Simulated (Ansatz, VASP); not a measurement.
**Two plane-wave programs on CuRu4**

```
Cu Ru
1.0
     2.70644    0.00000    0.00000
    -1.35322    2.34385    0.00000
     0.00000    0.00000   10.71973
Cu Ru
1 4
Direct
  0.00000 0.00000 0.00000
  0.33333 0.66667 0.79750
  0.33333 0.66667 0.40150
  0.66667 0.33333 0.20250
  0.66667 0.33333 0.59850
```

Change from the starting cell: species swapped into the Co4H type (P-3m1, No. 164).

Alike in both runs: functional PBE; k mesh 6 × 6 × 2; occupations gaussian, width 0.1 eV; no spin polarisation.

Ansatz relaxed the structure, and its values are those at the end. VASP's run is a single point on that final structure, the one shown.

|  | VASP | Ansatz |
| --- | --- | --- |
| version | VASP 6.6.1 | Ansatz 0.2.0 |
| potentials or method | VASP PAW PBE potentials, release 64 (Cu, Ru_pv), cutoff 520 eV | scalar-relativistic, plane waves, PAW |
| valence electrons in the cell | 67 | 83 |

|  | VASP | Ansatz | Ansatz less VASP |
| --- | --- | --- | --- |
| gap on the k mesh at the Fermi level (eV) | none | none | - |
| pressure (GPa) | -0.1 | -0.1 | -0.02 |
| rms of the force components (eV/Å) | 0.020 | 0.014 | -0.0055 |

A gap of «none» marks a metal or a gap that the smearing closes. The functional is the same, so the differences come from potentials, cutoffs and numerics. VASP's potentials hold 67 valence electrons a cell and Ansatz's 83, so a difference there can come from the potentials and not from the codes.

The k mesh is coarse, so the values compare programs but aren't converged.
